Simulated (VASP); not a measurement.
Write the native input for VASP 6.6.1 that does the following.

```
Task                   : single point
Functional             : r2SCAN
Potentials or basis    : VASP PAW PBE potentials, release 64 (Mg_sv, O)
Cutoff                 : 660 eV
k mesh                 : 6 × 6 × 6
Occupations            : gaussian, width 0.1 eV
Spin                   : no spin polarisation
Dipole correction      : no
Second run             : valence_matched
Further INCAR settings : ALGO = Normal; EDIFF = 1e-06; NBANDS = 18
```

The system is MgO2.

```xyz
3
Lattice="1.6048 0.9265 3.4940 -1.6048 0.9265 3.4940 0.0000 -1.8530 3.4940" Properties=species:S:1:pos:R:3 pbc="T T T"
Mg    0.0000    0.0000    0.0000
O     0.0000    0.0000    4.4945
O     0.0000    0.0000    5.9874
```

These files were run (other wordings do the same):

POSCAR

```
MgO2
1.0
    1.6047610160      0.9265092046      3.4939788749
   -1.6047610160      0.9265092046      3.4939788749
    0.0000000000     -1.8530184092      3.4939788749
Mg O
1 2
Direct
    0.0000000000      0.0000000000      0.0000000000
    0.4287860000      0.4287860000      0.4287860000
    0.5712140000      0.5712140000      0.5712140000
```

INCAR.step1

```
PREC = Accurate ; ENCUT = 660
ISMEAR = 0 ; SIGMA = 0.1
LREAL = False ; LASPH = True
NELM = 120 ; NBANDS = 18
GGA = PE ; ALGO = Normal
EDIFF = 1E-5 ; LWAVE = True
LCHARG = False ; GGA_COMPAT = False
```

INCAR.step2

```
PREC = Accurate ; ENCUT = 660
EDIFF = 1E-6 ; ISMEAR = 0
SIGMA = 0.1 ; LREAL = False
LASPH = True ; NELM = 120
ALGO = Normal ; ISIF = 2
LWAVE = False ; LCHARG = False
METAGGA = R2SCAN ; LMIXTAU = True
NBANDS = 18 ; ISTART = 1
GGA_COMPAT = False
```

KPOINTS

```
Automatic mesh
0
Gamma
  6 6 6
```

Potentials or basis: VASP PAW PBE potentials, release 64 (Mg_sv, O).

Run with:

```bash
$ cat potpaw_PBE.64/Mg_sv/POTCAR potpaw_PBE.64/O/POTCAR > POTCAR
$ cp INCAR.step1 INCAR
$ mpirun -np 1 vasp_std > vasp.out
$ cp INCAR.step2 INCAR
$ mpirun -np 1 vasp_std > vasp.out
```

It gave:

- Pressure: -5.3 GPa
- Largest force: 0.027 eV/Å
- Band gap on the k mesh: 2.93 eV, direct

Caveat: the PAW data sets were made with another functional, which shifts forces and pressure a little.

It took 120 s on 1 thread of Intel(R) Xeon(R) Platinum 8488C (Sapphire Rapids) (shared host), peak memory 0.21 GiB.
